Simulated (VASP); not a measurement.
Set up this calculation in VASP 6.6.1, as the native input.

| Quantity | Value |
| --- | --- |
| Task | relaxation of cell and atoms |
| Functional | PBEsol |
| Potentials or basis | VASP PAW PBE potentials, release 64 (Pt, Se) |
| Cutoff | 600 eV |
| k mesh | 12 × 12 × 10 |
| Occupations | gaussian, width 0.1 eV |
| Spin | no spin polarisation |
| Dipole correction | no |
| Further INCAR settings | ALGO = Normal; EDIFF = 1e-06; IBRION = 2; EDIFFG = -0.005; NSW = 100; ISIF = 3 |

The structure of PtSe2 lies in POSCAR:

```
PtSe2
1.0
    3.7593610432      0.0000000000      0.0000000000
   -1.8796805216      3.2557021654      0.0000000000
    0.0000000000      0.0000000000      4.8685550621
Pt Se
1 2
Direct
    0.0000000000      0.0000000000      0.0000000000
    0.6666666667      0.3333333333      0.7393682785
    0.3333333333      0.6666666667      0.2606317215
```

The input as run:

INCAR

```
ALGO = Normal
EDIFF = 1E-6
EDIFFG = -0.005
ENCUT = 600
GGA = PS
IBRION = 2
ISIF = 3
ISMEAR = 0
LASPH = True
LCHARG = False
LREAL = False
LWAVE = False
NELM = 60
NSW = 100
PREC = Accurate
SIGMA = 0.1
```

KPOINTS

```
k-points
0
Gamma
  12 12 10
```

Potentials or basis: VASP PAW PBE potentials, release 64 (Pt, Se).

Launch:

```console
$ cat potpaw_PBE.64/Pt/POTCAR potpaw_PBE.64/Se/POTCAR > POTCAR
$ mpirun -np 1 vasp_std > vasp.out
```

It gave:

```
Relaxed volume                        : 19.88 Å³/atom
Relaxed cell                          : a = 3.760 Å, b = 3.760 Å, c = 4.869 Å, α = 90.00°, β = 90.00°, γ = 120.00°
Space group after relaxing (to 0.1 Å) : P-3m1 (No. 164)
Energy gained by relaxing             : 0.0 meV/atom
Ionic steps                           : 3
Pressure after relaxing               : 0.0 GPa
Largest force after relaxing          : 0.005 eV/Å
Band gap on the k mesh                : zero (bands 11 and 12 overlap by 0.77 eV)
```

Caveat: the PAW data sets were made with another functional, which shifts forces and pressure a little; spin-orbit coupling is left out, which moves the levels of the heavy elements.

Run time: 3.3 min on 1 thread of Intel(R) Xeon(R) Platinum 8259CL CPU @ 2.50GHz (Skylake/Cascade Lake) (shared host), peak memory 0.34 GiB.
